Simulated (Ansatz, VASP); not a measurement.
**One calculation of Sc, two programs**

```xyz
2
Lattice="3.2641 0.0000 0.0000 -1.6320 2.8268 0.0000 0.0000 0.0000 5.1968" Properties=species:S:1:pos:R:3 pbc="T T T"
Sc    0.0000    1.8845    1.2992
Sc    1.6320    0.9423    3.8976
```

Change from the starting cell: volume scaled by 0.96.

Alike in both runs: task single point; functional LDA; k mesh 13 × 13 × 7; occupations fermi-dirac, width 0.03 eV; no spin polarisation.

|  | VASP | Ansatz |
| --- | --- | --- |
| version | VASP 6.6.1 | Ansatz 0.2.0 |
| potentials or method | VASP PAW LDA potentials, release 64 (Sc_sv), cutoff 520 eV | all-electron LAPW, scalar-relativistic |

|  | VASP | Ansatz | Ansatz less VASP |
| --- | --- | --- | --- |
| pressure (GPa) | -3.3 | -3.4 | -0.05 |
| traceless stress, the component that is largest in VASP (GPa) | -1.35 | -1.35 | +0.001 |

LDA's correlation is that of Perdew and Zunger in VASP and of Perdew and Wang (1992) in Ansatz. Ansatz ran all-electron here, and VASP with PAW potentials.
